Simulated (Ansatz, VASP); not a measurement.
**Two plane-wave programs on TiO2**

INCAR

```
AGGAC = 1.0
AGGAX = 1.0
ALDAC = 0.0
ALDAX = 1.0
ALGO = Normal
EDIFF = 1E-7
ENCUT = 520
GGA = B5
ISIF = 2
ISMEAR = -1
IVDW = 13
LASPH = True
LCHARG = True
LELF = True
LREAL = False
LVHAR = True
LWAVE = False
NBANDS = 60
NELM = 60
PREC = Accurate
SIGMA = 0.05
VDW_A1 = 0.44488865
VDW_A2 = 4.0933009
VDW_S6 = 1.0
VDW_S8 = 2.34076671
```

KPOINTS

```
k-points
0
Gamma
  8 8 4
```

POSCAR

```
TiO2
1.0
    6.0704105496     -1.8580131025      0.0000000000
    6.0704105496      1.8580131025      0.0000000000
   -1.9022644521      0.0000000000      6.2434298064
Ti O
4 8
Direct
    0.9000710000      0.9000710000      0.2896020000
    0.1952860000      0.1952860000      0.2837620000
    0.0999290000      0.0999290000      0.7103980000
    0.8047140000      0.8047140000      0.7162380000
    0.3619310000      0.3619310000      0.2933970000
    0.2634885000      0.2634885000      0.6525000000
    0.8671885000      0.8671885000      0.9952910000
    0.7365115000      0.7365115000      0.3475000000
    0.9416475000      0.9416475000      0.6300210000
    0.1328115000      0.1328115000      0.0047090000
    0.6380690000      0.6380690000      0.7066030000
    0.0583525000      0.0583525000      0.3699790000
```

input.yaml

```yaml
crystal:
  lattice:
    - [6.0704105496, -1.8580131025, 0.0]
    - [6.0704105496, 1.8580131025, 0.0]
    - [-1.9022644521, 0.0, 6.2434298064]
  atoms:
    - { symbol: Ti, position: [0.900071, 0.900071, 0.289602] }
    - { symbol: Ti, position: [0.195286, 0.195286, 0.283762] }
    - { symbol: Ti, position: [0.099929, 0.099929, 0.710398] }
    - { symbol: Ti, position: [0.804714, 0.804714, 0.716238] }
    - { symbol: O, position: [0.361931, 0.361931, 0.293397] }
    - { symbol: O, position: [0.2634885, 0.2634885, 0.6525] }
    - { symbol: O, position: [0.8671885, 0.8671885, 0.995291] }
    - { symbol: O, position: [0.7365115, 0.7365115, 0.3475] }
    - { symbol: O, position: [0.9416475, 0.9416475, 0.630021] }
    - { symbol: O, position: [0.1328115, 0.1328115, 0.004709] }
    - { symbol: O, position: [0.638069, 0.638069, 0.706603] }
    - { symbol: O, position: [0.0583525, 0.0583525, 0.369979] }
hamiltonian:
  xc: blyp
  pseudopotentials: { kind: paw }
  dispersion: d4
kpoints:
  mp_grid: { grid: [8, 8, 4] }
scf:
  occupations: { method: fermi_dirac, width: 0.05 }
output:
  forces: true
  stress: true
  eigenvalues: true
```

Alike in both runs: task single point; functional BLYP; dispersion D4; k mesh 8 × 8 × 4; occupations fermi-dirac, width 0.05 eV; no spin polarisation.

```csv
,VASP,Ansatz
version,VASP 6.6.1,Ansatz 0.2.0
potentials or method,"VASP PAW PBE potentials, release 64 (Ti_sv, O)",Ansatz PAW
plane-wave cutoff (eV),520,420
valence electrons in the cell,96,96
```

Ansatz gave:

```
gap on the k mesh at the Fermi level (eV)                     : 2.88
least direct gap on the mesh (eV)                             : 3.06
pressure (GPa)                                                : 5.7
traceless stress, the component that is largest in VASP (GPa) : -0.82
rms of the force components (eV/Å)                            : 0.085
```

**Question.** Which values does VASP return?

**Answer.** gap on the k mesh at the Fermi level (eV): 2.85; least direct gap on the mesh (eV): 3.03; pressure (GPa): 6.9; traceless stress, the component that is largest in VASP (GPa): -0.98; rms of the force components (eV/Å): 0.104.

VASP's potentials were made for PBE, not for BLYP. Atom by atom the forces differ by 0.054 eV/Å (rms over components).
